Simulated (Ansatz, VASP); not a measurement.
One calculation of BN, two programs

The input INCAR:

```
SYSTEM = BN
PREC = Accurate ; ENCUT = 520
EDIFF = 1E-6 ; ISMEAR = 0
SIGMA = 0.05 ; LREAL = .FALSE.
LASPH = .TRUE. ; NELM = 60
ALGO = Normal ; ISIF = 2
LWAVE = .FALSE. ; LCHARG = .FALSE.
GGA = CA ; NBANDS = 16
```

The input KPOINTS:

```
regular mesh
0
G
  12 12 4
  0 0 0
```

The input POSCAR:

```
BN
1.0
    2.5039917043      0.0000000000      0.0000000000
   -1.2519958522      2.1685204268      0.0000000000
    0.0000000000      0.0000000000      6.6612000000
B N
2 2
Direct
    0.3632855092      0.6666666667      0.2500000000
    0.6666792220      0.3333333333      0.7500000000
    0.3333347608      0.6666666667      0.7500000000
    0.6435397487      0.3333333333      0.2500000000
```

Input for Ansatz:

```yaml
crystal:
  lattice:
    - [2.5039917043, 0.0, 0.0]
    - [-1.2519958522, 2.1685204268, 0.0]
    - [0.0, 0.0, 6.6612]
  atoms:
    - { symbol: B, position: [0.3632855092, 0.6666666667, 0.25] }
    - { symbol: B, position: [0.666679222, 0.3333333333, 0.75] }
    - { symbol: "N", position: [0.3333347608, 0.6666666667, 0.75] }
    - { symbol: "N", position: [0.6435397487, 0.3333333333, 0.25] }
basis:
  ecutwfc: 420
kpoints:
  mp_grid: { grid: [12, 12, 4] }
hamiltonian:
  xc: lda
scf:
  occupations: { method: gaussian, width: 0.05 }
output:
  forces: true
  stress: true
  eigenvalues: true
```

Change from the starting cell: mode 9 (1350.8 1/cm) frozen in, largest displacement +0.075 Å.

Alike in both runs: task single point; functional LDA; k mesh 12 × 12 × 4; occupations gaussian, width 0.05 eV; no spin polarisation.

|  | VASP | Ansatz |
| --- | --- | --- |
| version | VASP 6.6.1 | Ansatz 0.2.0 |
| potentials or method | VASP PAW LDA potentials, release 64 (B, N), cutoff 520 eV | scalar-relativistic, plane waves, PAW |
| valence electrons in the cell | 16 | 16 |

Ansatz gave:

```
gap on the k mesh at the Fermi level (eV)                     : 3.60
least direct gap on the mesh (eV)                             : 4.15
pressure (GPa)                                                : -1.2
traceless stress, the component that is largest in VASP (GPa) : -7.93
rms of the force components (eV/Å)                            : 2.302
```

**Question.** What did VASP give for the same quantities?

**Answer.** gap on the k mesh at the Fermi level (eV): 3.59; least direct gap on the mesh (eV): 4.13; pressure (GPa): -0.8; traceless stress, the component that is largest in VASP (GPa): -7.93; rms of the force components (eV/Å): 2.294.

LDA's correlation is that of Perdew and Zunger in VASP and of Perdew and Wang (1992) in Ansatz. Atom by atom the forces differ by 0.009 eV/Å (rms over components).
